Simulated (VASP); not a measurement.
Cr: relaxation of cell and atoms with PBEsol

Crystal: Cr.

```
Cr
1.0
    -1.42392    1.42392    1.42392
     1.42392   -1.42392    1.42392
     1.42392    1.42392   -1.42392
Cr
1
Direct
  0.00000 0.00000 0.00000
```

```json
{
 "Program": "VASP 6.6.1",
 "Task": "relaxation of cell and atoms",
 "Functional": "PBEsol",
 "Potentials or basis": "VASP PAW PBE potentials, release 64 (Cr_pv)",
 "Cutoff": "500 eV",
 "k mesh": "20 × 20 × 20",
 "Occupations": "gaussian, width 0.1 eV",
 "Spin": "no spin polarisation",
 "Dipole correction": "no",
 "Further INCAR settings": "ALGO = Normal; EDIFF = 1e-07; IBRION = 2; EDIFFG = -0.005; NSW = 70; ISIF = 3"
}
```

- Relaxed volume: 11.12 Å³/atom
- Relaxed cell: a = 2.435 Å, b = 2.435 Å, c = 2.435 Å, α = 109.47°, β = 109.47°, γ = 109.47°
- Space group after relaxing (to 0.1 Å): Im-3m (No. 229)
- Energy gained by relaxing: 13.8 meV/atom
- Ionic steps: 4
- Pressure after relaxing: 0.0 GPa
- Band gap on the k mesh: zero (bands 6 and 7 overlap by 3.56 eV)

The path:
```
step  energy change (eV)  largest force (eV/Å)  pressure (GPa)  volume (Å³)
   1              0.0000                0.0000          -10.01        11.55
   2              0.0353                0.0000           22.67        10.38
   3             -0.0138                0.0000           -0.27        11.13
   4             -0.0138                0.0000            0.02        11.12
```

Final structure:
```cif
data_structure
_symmetry_space_group_name_H-M 'P 1'
_symmetry_Int_Tables_number 1
_cell_length_a 2.4354
_cell_length_b 2.4354
_cell_length_c 2.4354
_cell_angle_alpha 109.471
_cell_angle_beta 109.471
_cell_angle_gamma 109.471
_cell_volume 11.12
loop_
_atom_site_label
_atom_site_type_symbol
_atom_site_fract_x
_atom_site_fract_y
_atom_site_fract_z
_atom_site_occupancy
Cr1 Cr 0.00000 0.00000 0.00000 1
```

Levels at points of the mesh, in eV from the Fermi level:
| k point | band 3 | band 4 | band 5 | band 6 | band 7 | band 8 | band 9 | band 10 |
| --- | --- | --- | --- | --- | --- | --- | --- | --- |
| (0.00, 0.00, 0.00) | -42.54 | -8.04 | -0.98 | -0.98 | -0.98 | 1.15 | 1.15 | 7.09 |
| (0.50, 0.00, 0.00) | -42.55 | -4.67 | -2.62 | 1.17 | 1.19 | 1.52 | 3.00 | 7.09 |
| (0.50, 0.50, 0.50) | -43.26 | -4.61 | -4.61 | 2.59 | 2.59 | 2.59 | 7.09 | 10.90 |

It took 51 s on 1 thread of Intel(R) Xeon(R) Platinum 8259CL CPU @ 2.50GHz (Skylake/Cascade Lake) (shared host), peak memory 0.15 GiB.

Caveat: the PAW data sets were made with another functional, which shifts forces and pressure a little; the run has no spin polarisation, though such a crystal can be magnetic. Spin polarisation is off, so any magnetic state and its effect on volume and gap are missing.
